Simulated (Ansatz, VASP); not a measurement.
PtSe2: VASP beside Ansatz

The input INCAR:

```
SYSTEM = PtSe2
PREC     = Accurate       ! precision mode
ENCUT    = 520            ! plane-wave cutoff, eV
EDIFF    = 1E-6           ! SCF threshold, eV
ISMEAR   = 0              ! smearing method
SIGMA    = 0.15           ! smearing width, eV
LREAL    = .False.        ! projectors in reciprocal space
LASPH    = .True.         ! aspherical terms in the spheres
NELM     = 100            ! most SCF steps
ALGO     = Normal         ! electronic algorithm
ISIF     = 2              ! what is computed and relaxed
LWAVE    = .False.        ! write WAVECAR
LCHARG   = .False.        ! write CHGCAR
GGA      = PE             ! functional
NBANDS   = 18             ! bands
```

The input KPOINTS:

```
Automatic mesh
0
Gamma
  12 12 10
  0 0 0
```

POSCAR

```
PtSe2
1.0
    3.7240006046      0.0000000000      0.0000000000
   -1.8620003023      3.4185838749      0.0000000000
    0.0000000000      0.0000000000      5.0620000000
Pt Se
1 2
Direct
    0.0000000000      0.0000000000      0.0000000000
    0.3333333333      0.6666666667      0.2500000000
    0.6666666667      0.3333333333      0.7500000000
```

Input for Ansatz:

```yaml
crystal:
  lattice:
    - [3.7240006046, 0.0, 0.0]
    - [-1.8620003023, 3.4185838749, 0.0]
    - [0.0, 0.0, 5.062]
  atoms:
    - { symbol: Pt, position: [0.0, 0.0, 0.0] }
    - { symbol: Se, position: [0.3333333333, 0.6666666667, 0.25] }
    - { symbol: Se, position: [0.6666666667, 0.3333333333, 0.75] }
basis:
  ecutwfc: 420
kpoints:
  mp_grid: { grid: [12, 12, 10] }
hamiltonian:
  xc: pbe
scf:
  occupations: { method: gaussian, width: 0.15 }
output:
  forces: true
  stress: true
  eigenvalues: true
```

Change from the starting cell: strain +0.0600 x Voigt [0, 1, 0, 0, 0, 0], atoms carried along.

Alike in both runs: task single point; functional PBE; k mesh 12 × 12 × 10; occupations gaussian, width 0.15 eV; no spin polarisation.

|  | VASP | Ansatz |
| --- | --- | --- |
| version | VASP 6.6.1 | Ansatz 0.2.0 |
| potentials or method | VASP PAW PBE potentials, release 64 (Pt, Se), cutoff 520 eV | scalar-relativistic, plane waves, PAW |
| valence electrons in the cell | 22 | 50 |

Ansatz gave:

| Item | Value |
| --- | --- |
| gap on the k mesh at the Fermi level (eV) | none |
| pressure (GPa) | -0.7 |
| traceless stress, the component that is largest in VASP (GPa) | -4.33 |
| rms of the force components (eV/Å) | 0.083 |

**Question.** Which values does VASP return?

**Answer.** gap on the k mesh at the Fermi level (eV): none; pressure (GPa): -0.7; traceless stress, the component that is largest in VASP (GPa): -4.32; rms of the force components (eV/Å): 0.083.

Atom by atom the forces differ by 0.001 eV/Å (rms over components). A gap of «none» marks a metal or a gap that the smearing closes. With one functional, cell and mesh, what is left measures potentials, basis and numerics. VASP's potentials hold 22 valence electrons a cell and Ansatz's 50, so a difference there can come from the potentials and not from the codes.

Spin-orbit coupling is off throughout.
